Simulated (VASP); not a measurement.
# Si3C (P6/mmm) in VASP: density of states with PBE

Aim: the density of states of Si3C with PBE.

Program: VASP 6.6.1. These are calculated values, not measurements. Logs are shortened: lines on timing, memory, paths and dates and some standing lists are left out, and cuts for length are marked.

**1. The cell of the first run**

It takes space group P6/mmm (No. 191, hexagonal). Conventional cell: a = 4.915 Å, b = 4.915 Å, c = 2.433 Å, α = 90.00°, β = 90.00°, γ = 120.00°. Within 3.2 Å of Si (site symmetry mmm) lie 6 Si at 2.43 to 2.46 Å and 2 C at 2.46 Å. Within 3.2 Å of C (site symmetry 6/mmm) lie 2 C at 2.43 Å and 6 Si at 2.46 Å.

**2. Density of states, PBE**

Contents of POSCAR:

```
Si3C
1.0
    4.9147989607      0.0000000000      0.0000000000
   -2.4573994803      4.2563407544      0.0000000000
    0.0000000000      0.0000000000      2.4331068524
Si C
3 1
Direct
    0.5000000000      0.0000000000      0.5000000000
    0.0000000000      0.5000000000      0.5000000000
    0.5000000000      0.5000000000      0.5000000000
    0.0000000000      0.0000000000      0.5000000000
```

Contents of INCAR.step1:

```
  PREC = Accurate
  ENCUT = 520
  EDIFF = 1E-6
  ISMEAR = 0
  SIGMA = 0.1
  LREAL = F
  LASPH = T
  NELM = 100
  ALGO = Normal
  ISIF = 2
  LWAVE = F
  LCHARG = T
  GGA = PE
  NBANDS = 16
```

Contents of KPOINTS.step1:

```
Automatic mesh
0
Gamma
  12 12 18
```

Contents of INCAR.step2:

```
  PREC = Accurate
  ENCUT = 520
  EDIFF = 1E-6
  ISMEAR = -5
  SIGMA = 0.1
  LREAL = F
  LASPH = T
  NELM = 100
  ALGO = Normal
  ISIF = 2
  LWAVE = F
  LCHARG = F
  GGA = PE
  LORBIT = 11
  NBANDS = 16
  NEDOS = 1001
  ICHARG = 11
```

Contents of KPOINTS.step2:

```
Automatic mesh
0
Gamma
  18 18 27
```

Potentials or basis: VASP PAW PBE potentials, release 64 (Si, C).

Command:

```bash
> cat potpaw_PBE.64/Si/POTCAR potpaw_PBE.64/C/POTCAR > POTCAR
> cp INCAR.step1 INCAR
> cp KPOINTS.step1 KPOINTS
> mpirun -np 1 vasp_std > vasp.out
> cp INCAR.step2 INCAR
> cp KPOINTS.step2 KPOINTS
> mpirun -np 1 vasp_std > vasp.out
```

OUTCAR:

```text
PREC = Accurate
   ENCUT = 520
   EDIFF = 1E-6
   ISMEAR = -5
   LREAL = F
   LASPH = T
   NELM = 100
   ISIF = 2
   GGA = PE
   LORBIT = 11
   ICHARG = 11

 ion  position               nearest neighbor table
   1  0.500  0.000  0.500-   3 2.46   3 2.46   2 2.46   2 2.46   4 2.46   4 2.46
   2  0.000  0.500  0.500-   4 2.46   4 2.46   1 2.46   1 2.46   3 2.46   3 2.46
   3  0.500  0.500  0.500-   1 2.46   1 2.46   4 2.46   4 2.46   2 2.46   2 2.46
   4  0.000  0.000  0.500-   2 2.46   2 2.46   3 2.46   3 2.46   1 2.46   1 2.46

  LATTYP: Found a hexagonal cell.
 ALAT       =     4.9147989607
 C/A-ratio  =     0.4950572489

  Lattice vectors:

 A1 = (   4.9147989607,   0.0000000000,   0.0000000000)
 A2 = (  -2.4573994803,   4.2563407544,   0.0000000000)
 A3 = (   0.0000000000,   0.0000000000,   2.4331068524)

Analysis of symmetry for initial positions (statically):
=====================================================================
 Subroutine PRICEL returns:
 Original cell was already a primitive cell.

 Routine SETGRP: Setting up the symmetry group for a
 hexagonal supercell.

 Subroutine GETGRP returns: Found 24 space group operations
 (whereof 24 operations were pure point group operations)
 out of a pool of 24 trial point group operations.

The static configuration has the point symmetry D_6h.

Analysis of symmetry for dynamics (positions and initial velocities):
=====================================================================
 Subroutine PRICEL returns:
 Original cell was already a primitive cell.

 Routine SETGRP: Setting up the symmetry group for a
 hexagonal supercell.

 Subroutine GETGRP returns: Found 24 space group operations
 (whereof 24 operations were pure point group operations)
 out of a pool of 24 trial point group operations.

The dynamic configuration has the point symmetry D_6h.

 Subroutine INISYM returns: Found 24 space group operations
 (whereof 24 operations are pure point group operations),
 and found     1 'primitive' translations

----------------------------------------------------------------------------------------

                                     Primitive cell

  volume of cell :      50.8983

  direct lattice vectors                    reciprocal lattice vectors
     4.914798961  0.000000000  0.000000000     0.203467122  0.117471798  0.000000000
    -2.457399480  4.256340754  0.000000000     0.000000000  0.234943595  0.000000000
     0.000000000  0.000000000  2.433106852     0.000000000  0.000000000  0.410997157

  length of vectors
     4.914798961  4.914798961  2.433106852     0.234943595  0.234943595  0.410997157

  position of ions in fractional coordinates (direct lattice)
     0.500000000  0.000000000  0.500000000
     1.000000000  0.500000000  0.500000000
     0.500000000  0.500000000  0.500000000
     0.000000000  0.000000000  0.500000000

  ion indices of the primitive-cell ions
   primitive index   ion index
                 1           1
                 2           2
                 3           3
                 4           4

----------------------------------------------------------------------------------------

 KPOINTS: Automatic mesh

Automatic generation of k-mesh.
 Grid dimensions read from file:
 generate k-points for:   18   18   27

 Generating k-lattice:

  Cartesian coordinates                     Fractional coordinates (reciprocal lattice)
     0.011303729  0.006526211  0.000000000     0.055555556 -0.000000000  0.000000000
     0.000000000  0.013052422  0.000000000     0.000000000  0.055555556  0.000000000
     0.000000000  0.000000000  0.015222117     0.000000000  0.000000000  0.037037037

  Length of vectors
     0.013052422  0.013052422  0.015222117

  Shift w.r.t. Gamma in fractional coordinates (k-lattice)
     0.000000000  0.000000000  0.000000000

 TETIRR: Found   8736 inequivalent tetrahedra from    52488

 Subroutine IBZKPT returns following result:
 ===========================================

 Found    518 irreducible k-points:

 Following reciprocal coordinates:
            Coordinates               Weight
  0.000000  0.000000  0.000000      1.000000
  0.055556  0.000000  0.000000      6.000000
  0.111111  0.000000  0.000000      6.000000
  0.166667  0.000000  0.000000      6.000000
  0.222222 -0.000000  0.000000      6.000000
  0.277778 -0.000000  0.000000      6.000000
[... 16 lines left out ...]
  0.333333  0.111111  0.000000     12.000000
  0.388889  0.111111  0.000000     12.000000
 [... further k-points ...]
   k-points           NKPTS =    518   k-points in BZ     NKDIM =    518   number of bands    NBANDS=     16
   number of dos      NEDOS =   1001   number of ions     NIONS =      4
   total plane-waves  NPLWV =  28800
   dimension x,y,z NGX =    40 NGY =   40 NGZ =   18
   dimension x,y,z NGXF=    80 NGYF=   80 NGZF=   36
   ions per type =               3   1
   NGX,Y,Z   is equivalent  to a cutoff of  13.53, 13.53, 12.30 a.u.
   NGXF,Y,Z  is equivalent  to a cutoff of  27.06, 27.06, 24.60 a.u.
 SYSTEM =  unknown system
   PREC   = accura    normal or accurate (medium, high low for compatibility)
   ISTART =      0    job   : 0-new  1-cont  2-samecut
   ICHARG =     11    charge: 1-file 2-atom 10-const
   ISPIN  =      1    spin polarized calculation?
   LNONCOLLINEAR =      F non collinear calculations
   LSORBIT =      F    spin-orbit coupling
   LASPH  =      T    aspherical Exc in radial PAW
   ENCUT  =  520.0 eV  38.22 Ry    6.18 a.u.   9.14  9.14  4.52*2*pi/ulx,y,z
   NELM   =    100;   NELMIN=  2; NELMDL=  0     # of ELM steps
   EDIFF  = 0.1E-05   stopping-criterion for ELM
   LREAL  =      F    real-space projection
   EDIFFG = 0.1E-04   stopping-criterion for IOM
   NSW    =      0    number of steps for IOM
   IBRION =     -1    ionic relax: 0-MD 1-quasi-New 2-CG
   NFREE  =      0    steps in history (QN), initial steepest desc. (CG)
   ISIF   =      2    stress and relaxation
   ISYM   =      2    0-nonsym 1-usesym 2-fastsym
   POTIM  = 0.5000    time-step for ionic-motion
   TEBEG  =    0.0;   TEEND  =   0.0 temperature during run
   PSTRESS=    0.0 pullay stress
   NELECT =      16.0000    total number of electrons
   NUPDOWN=      -1.0000    fix difference up-down
   EMIN   =  10.00;   EMAX   =-10.00  energy-range for DOS
   EFERMI =   0.00;   METHOD = LEGACY
   ISMEAR =    -5;   SIGMA  =   0.10  broadening in eV -4-tet -1-fermi 0-gaus
   EFERMI_NEDOS =   21; number of points for ismear=-14 and -15
   IALGO  =     38    algorithm
   IMIX   =      4    mixing-type and parameters
     AMIX     =   0.40;   BMIX     =  1.00
     AMIX_MAG =   1.60;   BMIX_MAG =  1.00
  volume/ion in A,a.u.               =      12.72        85.87
  Fermi-wavevector in a.u.,A,eV,Ry     =   1.113133  2.103516 16.858503  1.239065
  Thomas-Fermi vector in A             =   2.249715
   LORBIT       =     11    0 simple, 1 ext, 2 COOP (PROOUT), +10 PAW based schemes
   GGA     = PE    functional components
   LHFCALC =     F    Hartree Fock is set to
   AEXX    =    0.0000 exact exchange contribution
   IVDW    =     0    specifies the selected vdW correction
   LEPSILON=     F    determine dielectric tensor
   LRPA    =     F    only Hartree local field effects (RPA)
 non-spin polarized calculation
 Fermi weights with tetrahedron method with Bloechl corrections
  energy-cutoff  :      520.00
  volume of cell :       50.90
 maximum number of plane-waves:      1390
 NGX is ok and might be reduce to    40

 number of electron      16.0000001 magnetization

 Free energy of the ion-electron system (eV)
  ---------------------------------------------------
  ext. energy  EPLUGINS =         0.00000000
  ---------------------------------------------------
  free energy    TOTEN  =       -20.62860995 eV

  energy without entropy =      -20.62860995  energy(sigma->0) =      -20.62860995

 E-fermi :   9.1863     XC(G=0): -11.2919

 val. band max:        9.2490334648   @ k =   0.3889   0.0556   0.0741
 cond. band min:       9.0772343501   @ k =   0.5000  -0.0000   0.1481
 fundamental gap:     -0.1717991147
 Fermi energy:         9.1862718202

 k-point     1 :       0.0000    0.0000    0.0000
  band No.  band energies     occupation
      1      -5.6251      2.00000
      2       0.3305      2.00000
      3       1.7397      2.00000
      4       2.2422      2.00000
      5       2.2422      2.00000
      6       2.6847      2.00000
[... 8 lines left out ...]
     15      18.5838      0.00000
     16      18.8779      0.00000

 k-point     2 :       0.0556    0.0000    0.0000
  band No.  band energies     occupation
      1      -5.6013      2.00000
      2       0.2244      2.00000
      3       1.3292      2.00000
      4       2.0133      2.00000
      5       2.4146      2.00000
      6       2.9579      2.00000
[... 8 lines left out ...]
     15      18.5876      0.00000
     16      18.9478      0.00000

 k-point     3 :       0.1111    0.0000    0.0000
  band No.  band energies     occupation
      1      -5.5300      2.00000
      2      -0.0849      2.00000
      3       0.7976      2.00000
      4       1.6894      2.00000
      5       2.7187      2.00000
      6       3.4146      2.00000
[... 8 lines left out ...]
     15      18.9843      0.00000
     16      19.2163      0.00000

 k-point     4 :       0.1667    0.0000    0.0000
  band No.  band energies     occupation
      1      -5.4112      2.00000
      2      -0.5682      2.00000
      3       0.4061      2.00000
      4       1.3942      2.00000
      5       3.1286      2.00000
      6       3.9302      2.00000
[... 8 lines left out ...]
     15      19.2150      0.00000
     16      19.6370      0.00000

 k-point     5 :       0.2222   -0.0000    0.0000
  band No.  band energies     occupation
      1      -5.2451      2.00000
      2      -1.1360      2.00000
      3       0.1317      2.00000
      4       1.1405      2.00000
      5       3.6160      2.00000
      6       4.4907      2.00000
[... 8 lines left out ...]
     15      19.1052      0.00000
     16      19.9537      0.00000

 k-point     6 :       0.2778   -0.0000    0.0000
  band No.  band energies     occupation
      1      -5.0320      2.00000
      2      -1.7137      2.00000
      3      -0.0733      2.00000
      4       0.9314      2.00000
      5       4.1628      2.00000
      6       5.0909      2.00000
[... 8 lines left out ...]
     15      18.8933      0.00000
     16      20.0884      0.00000
[... 267 lines left out ...]
 k-point    21 :       0.2222    0.1111    0.0000
  band No.  band energies     occupation
      1      -4.9611      2.00000
      2      -1.6580      2.00000
      3      -0.8101      2.00000
      4       1.7560      2.00000
      5       3.4717      2.00000
      6       5.9166      2.00000
[... 8 lines left out ...]
     15      19.5302      0.00000
     16      20.3536      0.00000

 k-point    22 :       0.2778    0.1111    0.0000
  band No.  band energies     occupation
      1      -4.7015      2.00000
      2      -2.2051      2.00000
      3      -0.9817      2.00000
      4       1.6225      2.00000
      5       4.0644      2.00000
      6       6.5352      2.00000
[... 8 lines left out ...]
     15      19.5357      0.00000
     16      20.4581      0.00000

 k-point    23 :       0.3333    0.1111    0.0000
  band No.  band energies     occupation
      1      -4.3956      2.00000
      2      -2.7242      2.00000
      3      -1.0993      2.00000
      4       1.5210      2.00000
      5       4.7053      2.00000
      6       7.1650      2.00000
[... 8 lines left out ...]
     15      19.5465      0.00000
     16      20.4221      0.00000

 k-point    24 :       0.3889    0.1111    0.0000
  band No.  band energies     occupation
      1      -4.0446      2.00000
      2      -3.2052      2.00000
      3      -1.1689      2.00000
      4       1.4585      2.00000
      5       5.3635      2.00000
      6       7.0606      2.00000
[... 8 lines left out ...]
     15      19.5605      0.00000
     16      20.2237      0.00000

 [... further k-points ...]
[... 5 lines left out ...]
  --------------------------------------------------------------------------------------
  -------------------------------------------------------------------------------------
  Total        0.2386149      0.2386149     -0.5320728      0.0000000      0.0000000      0.0000000
  in kB        7.5111218      7.5111218    -16.7485937      0.0000000      0.0000000      0.0000000
  external PRESSURE =      -0.5754500 kB  Pullay stress =       0.0000000 kB

 VOLUME and BASIS-vectors are now :
 -----------------------------------------------------------------------------
  energy-cutoff  :      520.00
  volume of cell :       50.90
      direct lattice vectors                 reciprocal lattice vectors
     4.914798961  0.000000000  0.000000000     0.203467122  0.117471798  0.000000000
    -2.457399480  4.256340754  0.000000000     0.000000000  0.234943595  0.000000000
     0.000000000  0.000000000  2.433106852     0.000000000  0.000000000  0.410997157

 POSITION                                       TOTAL-FORCE (eV/Angst)
 -----------------------------------------------------------------------------------
      2.45740      0.00000      1.21655         0.000000      0.000000      0.000000
     -1.22870      2.12817      1.21655         0.000000      0.000000      0.000000
      1.22870      2.12817      1.21655        -0.000000      0.000000      0.000000
      0.00000      0.00000      1.21655         0.000000      0.000000      0.000000
 -----------------------------------------------------------------------------------
    total drift:                               -0.000000      0.000000     -0.000000

  FREE ENERGIE OF THE ION-ELECTRON SYSTEM (eV)
  ---------------------------------------------------
  free  energy   TOTEN  =       -20.6286099493 eV

  energy  without entropy=      -20.6286099493  energy(sigma->0) =      -20.62860995

 total charge

# of ion       s       p       d       tot
------------------------------------------
    1        0.783   0.837   0.000   1.620
    2        0.783   0.837   0.000   1.620
    3        0.783   0.837   0.000   1.620
    4        0.958   1.136   0.000   2.094
--------------------------------------------------
tot          3.305   3.648   0.000   6.953
```

Run time: 2.8 min. Hardware: 1 thread of Intel Xeon Platinum 8488C (Sapphire Rapids), shared host; peak memory 0.44 GiB.

What came out:

| Item | Value |
| --- | --- |
| Valence electrons inside the program's atomic spheres | Si 1.62; C 2.09 |

Levels at points of the mesh, in eV from the Fermi level:
```tsv
k point	band 6	band 7	band 8	band 9	band 10	band 11
(0.00, 0.00, 0.00)	-6.50	-6.50	4.10	4.10	4.20	6.76
(0.50, 0.00, 0.00)	-1.99	-1.82	-0.57	1.12	2.23	4.31
```

Caveat: tetrahedron occupations give inexact forces and stress in metals.
